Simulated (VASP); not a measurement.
# LiNbO3 (R-3c) in VASP: a series of runs, part 2 of 2

VASP 6.6.1. Earlier steps stand in the parts before.

## Step 5: Relaxation of shape and atoms at fixed volume, LDA (10.58 Å³/atom)

This run uses another cell than the first one, of 10.58 Å³/atom.

File INCAR:

```
SYSTEM = LiNbO3
PREC = Accurate
ENCUT = 600
EDIFF = 1E-7
ISMEAR = 0
SIGMA = 0.02
LREAL = .FALSE.
LASPH = .TRUE.
NELM = 60
ALGO = Normal
ISIF = 4
LWAVE = .FALSE.
LCHARG = .FALSE.
IBRION = 2
NSW = 50
EDIFFG = -0.01
```

File KPOINTS:

```
regular mesh
0
G
  6 6 6
  0 0 0
```

File POSCAR:

```
LiNbO3
1.0
    2.5874487568      1.4938642362      4.5619421471
   -2.5874487568      1.4938642362      4.5619421471
    0.0000000000     -2.9877284725      4.5619421471
Li Nb O
2 2 6
Direct
    0.2500000000      0.2500000000      0.2500000000
    0.7500000000      0.7500000000      0.7500000000
    0.0000000000      0.0000000000      0.0000000000
    0.5000000000      0.5000000000      0.5000000000
    0.1252716902      0.3747283098      0.7500000000
    0.7500000000      0.1252716902      0.3747283098
    0.3747283098      0.7500000000      0.1252716902
    0.2500000000      0.8747283098      0.6252716902
    0.8747283098      0.6252716902      0.2500000000
    0.6252716902      0.2500000000      0.8747283098
```

Run with:

```bash
$ cat potpaw_LDA.64/Li_sv/POTCAR potpaw_LDA.64/Nb_sv/POTCAR potpaw_LDA.64/O/POTCAR > POTCAR
$ mpirun -np 1 vasp_std > vasp.out
```

Wall time 5.7 min (1 thread of Intel Xeon 6975P-C (Granite Rapids), shared host); peak memory 0.35 GiB.

Results (log left out):

```yaml
Free_energy: -87.3315 eV
Energy_gained_by_relaxing: 2.0 meV/atom
Ionic_steps: 6
Pressure_after_relaxing: -4.7 GPa
Band_gap_on_the_k_mesh: 2.51 eV (least direct gap 2.63 eV)
```

Forces in eV/Å, atoms in the order of the input:
```
Li   0.000  0.000  0.000
Li   0.000  0.000  0.000
Nb   0.000  0.000  0.000
Nb   0.000  0.000  0.000
O    0.002  0.000  0.000
O   -0.001  0.002  0.000
O   -0.001 -0.002  0.000
O    0.001 -0.002  0.000
O   -0.002  0.000  0.000
O    0.001  0.002  0.000
```

Step by step:
| step | energy change (eV) | largest force (eV/Å) | pressure (GPa) | volume (Å³) |
| --- | --- | --- | --- | --- |
| 1 | 0.0000 | 0.2389 | -6.66 | 105.80 |
| 2 | -0.0130 | 0.1353 | -5.84 | 105.80 |
| 3 | -0.0190 | 0.0032 | -4.73 | 105.80 |
| 4 | -0.0190 | 0.0074 | -4.77 | 105.80 |
| 5 | -0.0196 | 0.0044 | -4.73 | 105.80 |
| 6 | -0.0196 | 0.0023 | -4.70 | 105.80 |

Final structure:
```
Li Nb O
1.0
     2.58825    1.49432    4.55913
    -2.58825    1.49432    4.55913
     0.00000   -2.98865    4.55913
Li Nb O
2 2 6
Cartesian
  0.0000 0.0000 3.4194
  0.0000 0.0000 10.2581
  2.5882 1.4943 4.5591
  0.0000 0.0000 6.8387
  -0.6179 -1.4943 5.6989
  1.6031 0.2120 5.6989
  -0.9852 1.2823 5.6989
  -1.6031 -0.2120 7.9785
  0.6179 1.4943 7.9785
  0.9852 -1.2823 7.9785
```

Levels at points of the mesh, in eV from the valence-band top:
```csv
k point,band 32,band 33,band 34,band 35,band 36,band 37
"(0.00, 0.00, 0.00)",-0.22,-0.22,-0.07,2.55,2.55,2.74
"(0.50, 0.00, 0.00)",-0.30,-0.24,-0.24,4.17,4.17,4.23
"(0.50, 0.50, 0.00)",-0.43,-0.31,-0.28,2.51,3.67,4.04
"(0.50, 0.50, 0.50)",-0.32,-0.32,-0.32,4.22,4.22,4.52
```

Caveat: the cutoff is under 1.25 times the usual one of these potentials, so pressure, stress and relaxed cells hold a basis-set (Pulay) error.

## Step 6: Relaxation of shape and atoms at fixed volume, LDA (10.89 Å³/atom)

This run uses another cell than the first one, of 10.89 Å³/atom.

File INCAR:

```
SYSTEM = LiNbO3
PREC = Accurate
ENCUT = 600
EDIFF = 1E-6
ISMEAR = 0
SIGMA = 0.02
LREAL = .False.
LASPH = .True.
NELM = 60
ALGO = Normal
ISIF = 4
LWAVE = .False.
LCHARG = .False.
IBRION = 2
NSW = 50
EDIFFG = -0.01
```

File KPOINTS:

```
Automatic mesh
0
Gamma
  6 6 6
  0 0 0
```

File POSCAR:

```
LiNbO3
1.0
    2.6129316670      1.5085768013      4.6036873796
   -2.6129316670      1.5085768013      4.6036873796
    0.0000000000     -3.0171536026      4.6036873796
Li Nb O
2 2 6
Direct
    0.2500000000      0.2500000000      0.2500000000
    0.7500000000      0.7500000000      0.7500000000
    0.0000000000      0.0000000000      0.0000000000
    0.5000000000      0.5000000000      0.5000000000
    0.1306460542      0.3693539458      0.7500000000
    0.7500000000      0.1306460542      0.3693539458
    0.3693539458      0.7500000000      0.1306460542
    0.2500000000      0.8693539458      0.6306460542
    0.8693539458      0.6306460542      0.2500000000
    0.6306460542      0.2500000000      0.8693539458
```

Potentials or basis: VASP PAW LDA potentials, release 64 (Li_sv, Nb_sv, O).

Run with:

```bash
$ cat potpaw_LDA.64/Li_sv/POTCAR potpaw_LDA.64/Nb_sv/POTCAR potpaw_LDA.64/O/POTCAR > POTCAR
$ mpirun -np 1 vasp_std > vasp.out
```

OUTCAR:

```text
SYSTEM = LiNbO3
   PREC = Accurate
   ENCUT = 600
   EDIFF = 1E-6
   ISMEAR = 0
   LREAL = .False.
   LASPH = .True.
   NELM = 60
   ISIF = 4
   IBRION = 2
   NSW = 50
   EDIFFG = -0.01

 ion  position               nearest neighbor table
   1  0.250  0.250  0.250-   8 1.99  10 1.99   9 1.99
   2  0.750  0.750  0.750-   6 1.99   7 1.99   5 1.99
   3  0.000  0.000  0.000-   5 2.00   9 2.00   8 2.00   6 2.00   7 2.00  10 2.00
   4  0.500  0.500  0.500-   5 2.00   9 2.00   7 2.00  10 2.00   6 2.00   8 2.00
   5  0.131  0.369  0.750-   2 1.99   3 2.00   4 2.00
   6  0.750  0.131  0.369-   2 1.99   3 2.00   4 2.00
   7  0.369  0.750  0.131-   2 1.99   4 2.00   3 2.00
   8  0.250  0.869  0.631-   1 1.99   3 2.00   4 2.00
   9  0.869  0.631  0.250-   1 1.99   3 2.00   4 2.00
  10  0.631  0.250  0.869-   1 1.99   4 2.00   3 2.00

  LATTYP: Found a trigonal (rhomboedric) cell.
 ALAT       =     5.5042849991
 COS(alpha) =     0.5493034070
[... 427 lines left out ...]
  free energy    TOTEN  =       -87.21306426 eV

  energy without entropy =      -87.21306426  energy(sigma->0) =      -87.21306426

 E-fermi :   3.4341     XC(G=0): -11.1945

 val. band max:        3.2823998732   @ k =  -0.1667   0.1667   0.0000
 cond. band min:       5.6961935439   @ k =   0.5000   0.5000  -0.0000
 fundamental gap:      2.4137936708
 Fermi energy:         3.4340766696

 k-point     1 :       0.0000    0.0000    0.0000
  band No.  band energies     occupation
      1     -50.8240      2.00000
      2     -50.8094      2.00000
      3     -38.6513      2.00000
      4     -38.6492      2.00000
      5     -27.2420      2.00000
      6     -27.2420      2.00000
[... 1021 lines left out ...]
     39       8.2427      0.00000
     40       8.4861      0.00000

 [... further k-points ...]

------------------------ aborting loop because EDIFF is reached ----------------------------------------

  FORCE on cell =-STRESS in cart. coord.  units (eV):
  Direction    XX          YY          ZZ          XY          YZ          ZX
  --------------------------------------------------------------------------------------
  -------------------------------------------------------------------------------------
  Total       -5.7711312     -5.7711312     -5.7631109      0.0000000     -0.0000000      0.0000000
  in kB      -84.9217577    -84.9217577    -84.8037399      0.0000000     -0.0000000      0.0000000
  external PRESSURE =     -84.8824184 kB  Pullay stress =       0.0000000 kB
[... 25 lines left out ...]
  FREE ENERGIE OF THE ION-ELECTRON SYSTEM (eV)
  ---------------------------------------------------
  free  energy   TOTEN  =       -87.2130642601 eV

  energy  without entropy=      -87.2130642601  energy(sigma->0) =      -87.21306426

 reached required accuracy - stopping structural energy minimisation
```

Wall time 5.4 min (1 thread of Intel Xeon 6975P-C (Granite Rapids), shared host); peak memory 0.35 GiB.

Results:

- Free energy: -87.2131 eV
- Energy gained by relaxing: 1.9 meV/atom
- Ionic steps: 6
- Pressure after relaxing: -8.5 GPa
- Band gap on the k mesh: 2.41 eV (least direct gap 2.58 eV)

The path:
| step | energy change (eV) | largest force (eV/Å) | pressure (GPa) | volume (Å³) |
| --- | --- | --- | --- | --- |
| 1 | 0.0000 | 0.2192 | -10.44 | 108.88 |
| 2 | -0.0113 | 0.1368 | -9.75 | 108.88 |
| 3 | -0.0184 | 0.0100 | -8.63 | 108.88 |
| 4 | -0.0184 | 0.0062 | -8.57 | 108.88 |
| 5 | -0.0192 | 0.0031 | -8.53 | 108.88 |
| 6 | -0.0194 | 0.0010 | -8.49 | 108.88 |

Final structure:
```xyz
10
Lattice="2.6152 1.5099 4.5958 -2.6152 1.5099 4.5958 0.0000 -3.0197 4.5958" Properties=species:S:1:pos:R:3 pbc="T T T"
Li    0.0000    0.0000    3.4468
Li    0.0000    0.0000   10.3405
Nb    0.0000    3.0197    9.1916
Nb    0.0000    0.0000    6.8937
O    -0.5942   -1.5099    5.7447
O     1.6047    0.2403    5.7447
O    -1.0105    1.2695    5.7447
O    -1.6047   -0.2403    8.0426
O     0.5942    1.5099    8.0426
O     1.0105   -1.2695    8.0426
```

Levels at points of the mesh, in eV from the valence-band top:
| k point | band 31 | band 32 | band 33 | band 34 | band 35 | band 36 | band 37 | band 38 |
| --- | --- | --- | --- | --- | --- | --- | --- | --- |
| (0.00, 0.00, 0.00) | -0.24 | -0.21 | -0.21 | -0.13 | 2.45 | 2.45 | 2.65 | 4.72 |
| (0.50, 0.00, 0.00) | -0.31 | -0.31 | -0.25 | -0.25 | 4.07 | 4.07 | 4.13 | 4.13 |
| (0.50, 0.50, 0.00) | -0.99 | -0.42 | -0.34 | -0.23 | 2.41 | 3.64 | 4.00 | 4.33 |
| (0.50, 0.50, 0.50) | -0.32 | -0.32 | -0.32 | -0.32 | 4.14 | 4.14 | 4.41 | 4.41 |

Caveat: the cutoff is under 1.25 times the usual one of these potentials, so pressure, stress and relaxed cells hold a basis-set (Pulay) error. A k mesh can miss the band edges.

## Step 7: Summary

| task | cell | cutoff (eV) | gap on the mesh (eV) | pressure (GPa) |
| --- | --- | --- | --- | --- |
| single point | a = 5.400 Å, angles 56.7°, 10 atoms, atomic positions A | 520 | 2.60 | - |
| single point | a = 5.452 Å, angles 56.7°, 10 atoms, atomic positions B | 520 | 2.51 | - |
| single point | a = 5.500 Å, angles 56.8°, 10 atoms, atomic positions C | 520 | 2.41 | - |
| relaxation of shape and atoms at fixed volume | relaxed from a = 5.453 Å, angles 56.7°, 10 atoms, atomic positions A | 600 | 2.51 | -4.7 |
| relaxation of shape and atoms at fixed volume | relaxed from a = 5.504 Å, angles 56.7°, 10 atoms, atomic positions B | 600 | 2.41 | -8.5 |

Alike in all rows: level LDA; potentials or basis VASP PAW LDA potentials, release 64 (Li_sv, Nb_sv, O); no spin polarisation; k mesh 6 × 6 × 6; smearing gaussian 0.02 eV.

Caveats: the cutoff is under 1.25 times the usual one of these potentials, so pressure, stress and relaxed cells hold a basis-set (Pulay) error.

Total energies depend on the potentials used, so only differences within one code and one set of settings carry meaning.
